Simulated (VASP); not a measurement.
Input of a VASP 6.6.1 run:

File INCAR:

```
SYSTEM = ZrTi3C2
PREC     = Accurate       ! precision mode
ENCUT    = 520            ! plane-wave cutoff, eV
EDIFF    = 1E-7           ! SCF threshold, eV
ISMEAR   = 0              ! smearing method
SIGMA    = 0.1            ! smearing width, eV
LREAL    = .FALSE.        ! projectors in reciprocal space
LASPH    = .TRUE.         ! aspherical terms in the spheres
NELM     = 60             ! most SCF steps
ALGO     = Normal         ! electronic algorithm
ISIF     = 2              ! what is computed and relaxed
LWAVE    = .FALSE.        ! write WAVECAR
LCHARG   = .FALSE.        ! write CHGCAR
GGA      = PE             ! functional
NBANDS   = 37             ! bands
```

KPOINTS

```
Automatic mesh
0
G
  10 10 8
  0 0 0
```

File POSCAR:

```
ZrTi3C2
1.0
    4.1488706485      0.0000000000      0.0000000000
    0.0000000000      4.1488706485      0.0000000000
    0.0000000000      0.0000000000      5.2879621657
Zr Ti C
1 3 2
Direct
    0.5000000000      0.5000000000      0.0000000000
    0.0000000000      0.5000000000      0.5000000000
    0.5000000000      0.0000000000      0.5000000000
    0.0000000000      0.0000000000      0.0000000000
    0.0000000000      0.0000000000      0.6295896475
    0.0000000000      0.0000000000      0.3704103525
```

Potentials or basis: VASP PAW PBE potentials, release 64 (Zr_sv, Ti_sv, C).

The run is started by

```bash
$ cat potpaw_PBE.64/Zr_sv/POTCAR potpaw_PBE.64/Ti_sv/POTCAR potpaw_PBE.64/C/POTCAR > POTCAR
$ mpirun -np 1 vasp_std > vasp.out
```

Question: Estimate the largest force.

Answer: 0.093 eV/Å.

Question: Estimate the pressure.

Answer: 0.2 GPa.

Forces in eV/Å, atoms in the order of the input:
```
Zr   0.000  0.000  0.000
Ti   0.000  0.000  0.000
Ti   0.000  0.000  0.000
Ti   0.000  0.000  0.000
C    0.000  0.000  0.093
C    0.000  0.000 -0.093
```
